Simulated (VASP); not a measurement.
AlNi3, 4 atoms in the cell. It takes space group R-3m (No. 166, trigonal). The conventional cell has a = 3.930 Å, b = 3.930 Å, c = 10.229 Å, α = 90.00°, β = 90.00°, γ = 120.00°. Within 3.2 Å of Al (site symmetry -3m) lie 14 Ni at 2.42 to 2.84 Å. Within 3.2 Å of Ni (site symmetry 3m) lie 4 Al at 2.42 to 2.56 Å and 10 Ni at 2.42 to 2.84 Å. Ni (site symmetry -3m) has 8 Ni at 2.42 to 2.56 Å and 6 Al at 2.84 Å within 3.2 Å. 

| Quantity | Value |
| --- | --- |
| Program | VASP 6.6.1 |
| Task | single point |
| Functional | PBE |
| Potentials or basis | VASP PAW PBE potentials, release 64 (Al, Ni) |
| Cutoff | 520 eV |
| k mesh | 14 × 14 × 14 |
| Occupations | gaussian, width 0.15 eV |
| Spin | no spin polarisation |
| Dipole correction | no |
| Further INCAR settings | ALGO = Fast; EDIFF = 1e-06; NBANDS = 24 |

Potentials or basis: VASP PAW PBE potentials, release 64 (Al, Ni).

The run is started by

```bash
$ cat potpaw_PBE.64/Al/POTCAR potpaw_PBE.64/Ni/POTCAR > POTCAR
$ mpirun -np 1 vasp_std > vasp.out
```

Hardware: 1 thread of AMD EPYC 7R13 Processor (Zen 3), with other jobs on the host.

Question: Estimate the wall time of this run.

Answer: Wall time 4.2 min on 1 thread of AMD EPYC 7R13 Processor (Zen 3), with other jobs on the host, peak memory 0.35 GiB. Counts: scf iterations 16, k points 288.
